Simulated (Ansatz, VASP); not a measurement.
**TePb in VASP and in Ansatz**

Contents of INCAR:

```
PREC = Accurate ; ENCUT = 520
EDIFF = 1E-7 ; ISMEAR = 0
SIGMA = 0.01 ; LREAL = F
LASPH = T ; NELM = 60
ALGO = Normal ; ISIF = 2
LWAVE = F ; LCHARG = F
GGA = PS ; IVDW = 13
NBANDS = 17
```

KPOINTS

```
regular mesh
0
Gamma
  4 4 4
```

Contents of POSCAR:

```
TePb
1.0
    0.0000000000      3.2363760498      3.2363760498
    3.2363760498      0.0000000000      3.2363760498
    3.2363760498      3.2363760498      0.0000000000
Te Pb
1 1
Direct
    0.4997200000      0.4788200000      0.4975200000
    0.9989700000      0.0036000000      0.0009000000
```

Input for Ansatz:

```yaml
crystal:
  lattice:
    - [0.0, 3.2363760498477574, 3.2363760498477574]
    - [3.2363760498477574, 0.0, 3.2363760498477574]
    - [3.2363760498477574, 3.2363760498477574, 0.0]
  atoms:
    - { symbol: Te, position: [0.49972, 0.47882, 0.49752] }
    - { symbol: Pb, position: [0.99897, 0.0036, 0.0009] }
basis:
  ecutwfc: 540.0
  xc_grid: 2
kpoints:
  mp_grid:
    grid: [4, 4, 4]
hamiltonian:
  xc: pbesol
  dispersion: d4
scf:
  convergence:
    dr2_threshold: 1.0e-09
  occupations:
    method: fixed
output:
  forces: true
  stress: true
```

Alike in both runs: task single point; functional PBEsol; dispersion D4; k mesh 4 × 4 × 4; no spin polarisation.

|  | VASP | Ansatz |
| --- | --- | --- |
| version | VASP 6.6.1 | Ansatz 0.2.0 |
| potentials or method | VASP PAW PBE potentials, release 64 (Te, Pb_d), cutoff 520 eV | plane waves, PAW |
| occupations | gaussian, width 0.01 eV | fixed |
| valence electrons in the cell | 20 | 30 |

```tsv
	VASP	Ansatz	Ansatz less VASP
pressure (GPa)	-1.6	-1.6	+0.02
traceless stress, the component that is largest in VASP (GPa)	-0.19	-0.19	+0.001
rms of the force components (eV/Å)	0.015	0.015	+0.0005
```

VASP's potentials were made for PBE, not for PBEsol. Atom by atom the forces differ by 0.000 eV/Å (rms over components). VASP's potentials hold 20 valence electrons a cell and Ansatz's 30, so a difference there can come from the potentials and not from the codes. Ansatz's warnings: stress scf threshold loose.

The k mesh is coarse, so the values compare programs but aren't converged. Spin-orbit coupling is off throughout.
